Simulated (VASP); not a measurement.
# Ga2O3 (C2/m) in VASP: single point with r2SCAN

Aim: the single point of Ga2O3 with r2SCAN.

Everything below comes from runs of VASP 6.6.1. Logs are shortened: lines on timing, memory, paths and dates and some standing lists are left out, and cuts for length are marked.

## (1) The cell of the first run

The structure is monoclinic, space group C2/m (No. 12). Conventional cell: a = 11.892 Å, b = 2.987 Å, c = 5.727 Å, α = 90.00°, β = 103.90°, γ = 90.00°. Ga (site symmetry m) has 4 O at 1.81 to 1.83 Å within 2.4 Å. Ga (site symmetry m) has 6 O at 1.89 to 2.02 Å within 2.5 Å. O (site symmetry m) has 3 Ga at 1.81 to 1.92 Å within 2.4 Å. Within 2.4 Å of O (site symmetry m) lie 4 Ga at 1.83 to 2.02 Å. Within 2.4 Å of O (site symmetry m) lie 3 Ga at 1.82 to 1.89 Å.

## (2) Single point, r2SCAN (9.87 Å³/atom)

Contents of POSCAR:

```
Ga2O3
1.0
    5.9459561795     -1.4934535986     -0.0141676561
    5.9459561795      1.4934535986     -0.0141676561
   -1.3625409264      0.0000000000      5.5629666003
Ga O
4 6
Direct
    0.0937253239      0.0937253239      0.7984099287
    0.9062746761      0.9062746761      0.2015900713
    0.6593744376      0.6593744376      0.3142149461
    0.3406255624      0.3406255624      0.6857850539
    0.1721569589      0.1721569589      0.1108534505
    0.8278430411      0.8278430411      0.8891465495
    0.1708126336      0.1708126336      0.5573628365
    0.8291873664      0.8291873664      0.4426371635
    0.4956970276      0.4956970276      0.2501094221
    0.5043029724      0.5043029724      0.7498905779
```

Contents of INCAR.step1:

```
PREC     = Accurate       # precision mode
ENCUT    = 660            # plane-wave cutoff, eV
ISMEAR   = 0              # smearing method
SIGMA    = 0.02           # smearing width, eV
LREAL    = False          # projectors in reciprocal space
LASPH    = True           # aspherical terms in the spheres
NELM     = 120            # most SCF steps
NBANDS   = 55             # bands
GGA      = PE             # functional
ALGO     = Normal         # electronic algorithm
EDIFF    = 1E-5           # SCF threshold, eV
LWAVE    = True           # write WAVECAR
LCHARG   = False          # write CHGCAR
GGA_COMPAT= False
```

Contents of INCAR.step2:

```
PREC     = Accurate       # precision mode
ENCUT    = 660            # plane-wave cutoff, eV
EDIFF    = 1E-6           # SCF threshold, eV
ISMEAR   = 0              # smearing method
SIGMA    = 0.02           # smearing width, eV
LREAL    = False          # projectors in reciprocal space
LASPH    = True           # aspherical terms in the spheres
NELM     = 120            # most SCF steps
ALGO     = Normal         # electronic algorithm
ISIF     = 2              # what is computed and relaxed
LWAVE    = False          # write WAVECAR
LCHARG   = True           # write CHGCAR
METAGGA  = R2SCAN         # meta-GGA
LMIXTAU  = True         
LELF     = True           # ELF
LVHAR    = True         
NBANDS   = 55             # bands
ISTART   = 1            
GGA_COMPAT= False
```

Contents of KPOINTS:

```
regular mesh
0
Gamma
  8 8 4
```

Potentials or basis: VASP PAW PBE potentials, release 64 (Ga_d, O).

The run is started by

```console
> cat potpaw_PBE.64/Ga_d/POTCAR potpaw_PBE.64/O/POTCAR > POTCAR
> cp INCAR.step1 INCAR
> mpirun -np 1 vasp_std > vasp.out
> cp INCAR.step2 INCAR
> mpirun -np 1 vasp_std > vasp.out
```

OUTCAR:

```text
PREC = Accurate
   ENCUT = 660
   EDIFF = 1E-6
   ISMEAR = 0
   LREAL = False
   LASPH = True
   NELM = 120
   ISIF = 2
   METAGGA = R2SCAN
   ISTART = 1

 ion  position               nearest neighbor table
   1  0.094  0.094  0.798-   5 1.81  10 1.82  10 1.82   7 1.83
   2  0.906  0.906  0.202-   6 1.81   9 1.82   9 1.82   8 1.83
   3  0.659  0.659  0.314-   9 1.89   5 1.92   5 1.92   8 1.98   7 2.02   7 2.02
   4  0.341  0.341  0.686-  10 1.89   6 1.92   6 1.92   7 1.98   8 2.02   8 2.02
   5  0.172  0.172  0.111-   1 1.81   3 1.92   3 1.92
   6  0.828  0.828  0.889-   2 1.81   4 1.92   4 1.92
   7  0.171  0.171  0.557-   1 1.83   4 1.98   3 2.02   3 2.02
   8  0.829  0.829  0.443-   2 1.83   3 1.98   4 2.02   4 2.02
   9  0.496  0.496  0.250-   2 1.82   2 1.82   3 1.89
  10  0.504  0.504  0.750-   1 1.82   1 1.82   4 1.89

  LATTYP: Found a base centered monoclinic cell.
 ALAT       =    11.8919461168
 B/A-ratio  =     0.2511705963
 C/A-ratio  =     0.4816201090
 COS(beta)  =    -0.2402123163

  Lattice vectors:

 A1 = (   5.9459561795,  -1.4934535986,  -0.0141676561)
 A2 = (   5.9459561795,   1.4934535986,  -0.0141676561)
 A3 = (  -1.3625409264,   0.0000000000,   5.5629666003)

Analysis of symmetry for initial positions (statically):
=====================================================================
 Subroutine PRICEL returns:
 Original cell was already a primitive cell.

 Routine SETGRP: Setting up the symmetry group for a
 base centered monoclinic supercell.

 Subroutine GETGRP returns: Found  4 space group operations
 (whereof  4 operations were pure point group operations)
 out of a pool of  4 trial point group operations.

The static configuration has the point symmetry C_2h.

Analysis of symmetry for dynamics (positions and initial velocities):
=====================================================================
 Subroutine PRICEL returns:
 Original cell was already a primitive cell.

 Routine SETGRP: Setting up the symmetry group for a
 base centered monoclinic supercell.

 Subroutine GETGRP returns: Found  4 space group operations
 (whereof  4 operations were pure point group operations)
 out of a pool of  4 trial point group operations.

The dynamic configuration has the point symmetry C_2h.

 Subroutine INISYM returns: Found  4 space group operations
 (whereof  4 operations are pure point group operations),
 and found     1 'primitive' translations

----------------------------------------------------------------------------------------

                                     Primitive cell

  volume of cell :      98.7407

  direct lattice vectors                    reciprocal lattice vectors
     5.945956180 -1.493453599 -0.014167656     0.084139869 -0.334794466  0.020608431
     5.945956180  1.493453599 -0.014167656     0.084139869  0.334794466  0.020608431
    -1.362540926  0.000000000  5.562966600     0.000428572  0.000000000  0.179865172

  length of vectors
     6.130660589  6.130660589  5.727400385     0.345820126  0.345820126  0.179865683

  position of ions in fractional coordinates (direct lattice)
     0.093725324  0.093725324  0.798409929
     0.906274676  0.906274676  0.201590071
     0.659374438  0.659374438  0.314214946
     0.340625562  0.340625562  0.685785054
     0.172156959  0.172156959  0.110853451
     0.827843041  0.827843041  0.889146549
     0.170812634  0.170812634  0.557362836
     0.829187366  0.829187366  0.442637164
     0.495697028  0.495697028  0.250109422
     0.504302972  0.504302972  0.749890578

  ion indices of the primitive-cell ions
   primitive index   ion index
                 1           1
                 2           2
                 3           3
                 4           4
                 5           5
                 6           6
                 7           7
                 8           8
                 9           9
                10          10

----------------------------------------------------------------------------------------

 KPOINTS: regular mesh

Automatic generation of k-mesh.
 Grid dimensions read from file:
 generate k-points for:    8    8    4

 Generating k-lattice:

  Cartesian coordinates                     Fractional coordinates (reciprocal lattice)
     0.010517484 -0.041849308  0.002576054     0.125000000  0.000000000  0.000000000
     0.010517484  0.041849308  0.002576054     0.000000000  0.125000000  0.000000000
     0.000107143  0.000000000  0.044966293     0.000000000  0.000000000  0.250000000

  Length of vectors
     0.043227516  0.043227516  0.044966421

  Shift w.r.t. Gamma in fractional coordinates (k-lattice)
     0.000000000  0.000000000  0.000000000

 Subroutine IBZKPT returns following result:
 ===========================================

 Found     78 irreducible k-points:

 Following reciprocal coordinates:
            Coordinates               Weight
  0.000000  0.000000  0.000000      1.000000
  0.125000 -0.000000 -0.000000      4.000000
  0.250000 -0.000000 -0.000000      4.000000
  0.375000 -0.000000 -0.000000      4.000000
  0.500000 -0.000000 -0.000000      2.000000
  0.125000  0.125000 -0.000000      2.000000
[... 16 lines left out ...]
  0.125000 -0.000000  0.250000      4.000000
  0.250000 -0.000000  0.250000      4.000000
 [... further k-points ...]
   k-points           NKPTS =     78   k-points in BZ     NKDIM =     78   number of bands    NBANDS=     55
   number of dos      NEDOS =    301   number of ions     NIONS =     10
   total plane-waves  NPLWV = 139968
   dimension x,y,z NGX =    54 NGY =   54 NGZ =   48
   dimension x,y,z NGXF=   108 NGYF=  108 NGZF=   96
   ions per type =               4   6
   NGX,Y,Z   is equivalent  to a cutoff of  14.64, 14.64, 13.93 a.u.
   NGXF,Y,Z  is equivalent  to a cutoff of  29.29, 29.29, 27.87 a.u.
 SYSTEM =  unknown system
   PREC   = accura    normal or accurate (medium, high low for compatibility)
   ISTART =      1    job   : 0-new  1-cont  2-samecut
   ICHARG =      0    charge: 1-file 2-atom 10-const
   ISPIN  =      1    spin polarized calculation?
   LNONCOLLINEAR =      F non collinear calculations
   LSORBIT =      F    spin-orbit coupling
   LASPH  =      T    aspherical Exc in radial PAW
   ENCUT  =  660.0 eV  48.51 Ry    6.96 a.u.  12.84 12.84 12.00*2*pi/ulx,y,z
   NELM   =    120;   NELMIN=  2; NELMDL=  0     # of ELM steps
   EDIFF  = 0.1E-05   stopping-criterion for ELM
   LREAL  =      F    real-space projection
   EDIFFG = 0.1E-04   stopping-criterion for IOM
   NSW    =      0    number of steps for IOM
   IBRION =     -1    ionic relax: 0-MD 1-quasi-New 2-CG
   NFREE  =      0    steps in history (QN), initial steepest desc. (CG)
   ISIF   =      2    stress and relaxation
   ISYM   =      2    0-nonsym 1-usesym 2-fastsym
   POTIM  = 0.5000    time-step for ionic-motion
   TEBEG  =    0.0;   TEEND  =   0.0 temperature during run
   PSTRESS=    0.0 pullay stress
   NELECT =      88.0000    total number of electrons
   NUPDOWN=      -1.0000    fix difference up-down
   EMIN   =  10.00;   EMAX   =-10.00  energy-range for DOS
   EFERMI =   0.00;   METHOD = LEGACY
   ISMEAR =     0;   SIGMA  =   0.02  broadening in eV -4-tet -1-fermi 0-gaus
   EFERMI_NEDOS =   21; number of points for ismear=-14 and -15
   IALGO  =     38    algorithm
   IMIX   =      4    mixing-type and parameters
     AMIX     =   0.40;   BMIX     =  1.00
     AMIX_MAG =   1.60;   BMIX_MAG =  1.00
  volume/ion in A,a.u.               =       9.87        66.63
  Fermi-wavevector in a.u.,A,eV,Ry     =   1.575446  2.977162 33.770082  2.482031
  Thomas-Fermi vector in A             =   2.676429
   LORBIT       =      0    0 simple, 1 ext, 2 COOP (PROOUT), +10 PAW based schemes
   METAGGA = R2SCAN    functional components
   LHFCALC =     F    Hartree Fock is set to
   AEXX    =    0.0000 exact exchange contribution
   IVDW    =     0    specifies the selected vdW correction
   LEPSILON=     F    determine dielectric tensor
   LRPA    =     F    only Hartree local field effects (RPA)
 non-spin polarized calculation
 Gauss-broadening in eV      SIGMA  =   0.02
  energy-cutoff  :      660.00
  volume of cell :       98.74
 maximum number of plane-waves:      3821
 NGX is ok and might be reduce to    54
   NGX = 25   NGY = 25   NGZ = 23

 number of electron      88.0000000 magnetization

 Free energy of the ion-electron system (eV)
  ---------------------------------------------------
  ext. energy  EPLUGINS =         0.00000000
  ---------------------------------------------------
  free energy    TOTEN  =      -102.17840948 eV

  energy without entropy =     -102.17840948  energy(sigma->0) =     -102.17840948

 E-fermi :   4.1740     XC(G=0): -12.9104

 val. band max:        4.0234610379   @ k =   0.5000   0.3750   0.5000
 cond. band min:       7.5419646561   @ k =   0.0000   0.0000   0.0000
 fundamental gap:      3.5185036182
 Fermi energy:         4.1740064432

 k-point     1 :       0.0000    0.0000    0.0000
  band No.  band energies     occupation
      1     -16.2255      2.00000
      2     -14.8905      2.00000
      3     -14.8864      2.00000
      4     -14.7505      2.00000
      5     -14.2631      2.00000
      6     -14.2506      2.00000
[... 47 lines left out ...]
     54      17.7582      0.00000
     55      17.9312      0.00000

 k-point     2 :       0.1250   -0.0000   -0.0000
  band No.  band energies     occupation
      1     -16.0956      2.00000
      2     -14.8919      2.00000
      3     -14.8417      2.00000
      4     -14.6731      2.00000
      5     -14.2566      2.00000
      6     -14.2429      2.00000
[... 47 lines left out ...]
     54      16.7527      0.00000
     55      16.8714      0.00000
[... 1216 lines left out ...]
     54      16.9317      0.00000
     55      17.4874      0.00000

 k-point    24 :       0.2500   -0.0000    0.2500
  band No.  band energies     occupation
      1     -15.6291      2.00000
      2     -14.9640      2.00000
      3     -14.7826      2.00000
      4     -14.5368      2.00000
      5     -14.3045      2.00000
      6     -14.1556      2.00000
[... 47 lines left out ...]
     54      16.0786      0.00000
     55      17.6084      0.00000

 [... further k-points ...]
[... 5 lines left out ...]
  --------------------------------------------------------------------------------------
  -------------------------------------------------------------------------------------
  Total        8.7356910      8.9355633      8.8229766      0.0000000      0.0000000      0.0157829
  in kB      141.7462218    144.9893697    143.1625260      0.0000000      0.0000000      0.2560943
  external PRESSURE =     143.2993725 kB  Pullay stress =       0.0000000 kB

 VOLUME and BASIS-vectors are now :
 -----------------------------------------------------------------------------
  energy-cutoff  :      660.00
  volume of cell :       98.74
      direct lattice vectors                 reciprocal lattice vectors
     5.945956180 -1.493453599 -0.014167656     0.084139869 -0.334794466  0.020608431
     5.945956180  1.493453599 -0.014167656     0.084139869  0.334794466  0.020608431
    -1.362540926  0.000000000  5.562966600     0.000428572  0.000000000  0.179865172

 POSITION                                       TOTAL-FORCE (eV/Angst)
 -----------------------------------------------------------------------------------
      0.02671      0.00000      4.43887         0.034433      0.000000      0.002298
     10.50266      0.00000      1.09576        -0.034433      0.000000     -0.002298
      7.41309      0.00000      1.72928         0.012123      0.000000      0.022803
      3.11628      0.00000      3.80535        -0.012123      0.000000     -0.022803
      1.89623      0.00000      0.61180         0.076315      0.000000      0.034058
      8.63314      0.00000      4.92284        -0.076315      0.000000     -0.034058
      1.27186      0.00000      3.09575         0.019990      0.000000     -0.061987
      9.25751      0.00000      2.43888        -0.019990      0.000000      0.061987
      5.55400      0.00000      1.37730         0.065100      0.000000      0.022871
      4.97537      0.00000      4.15733        -0.065100      0.000000     -0.022871
 -----------------------------------------------------------------------------------
    total drift:                               -0.000000     -0.000000      0.000000

  FREE ENERGIE OF THE ION-ELECTRON SYSTEM (eV)
  ---------------------------------------------------
  free  energy   TOTEN  =      -102.1784094783 eV

  energy  without entropy=     -102.1784094783  energy(sigma->0) =     -102.17840948
```

Run time: 40 min. Hardware: 1 thread of Intel Xeon 6975P-C (Granite Rapids), shared host; peak memory 0.65 GiB.

What came out:

```yaml
Free_energy: -102.1784 eV
Pressure: 14.3 GPa
Largest_force: 0.084 eV/Å
Band_gap_on_the_k_mesh: 3.52 eV (least direct gap 3.54 eV)
```

Forces on the atoms (eV/Å):
```
Ga   0.034  0.000  0.002
Ga  -0.034  0.000 -0.002
Ga   0.012  0.000  0.023
Ga  -0.012  0.000 -0.023
O    0.076  0.000  0.034
O   -0.076  0.000 -0.034
O    0.020  0.000 -0.062
O   -0.020  0.000  0.062
O    0.065  0.000  0.023
O   -0.065  0.000 -0.023
```

Stress tensor (GPa, compression positive):
```
14.17  0.00  0.03
 0.00 14.50  0.00
 0.03  0.00 14.32
```

Caveat: the cell stands under pressure; the PAW data sets were made with another functional, which shifts forces and pressure a little. A k mesh can miss the band edges.
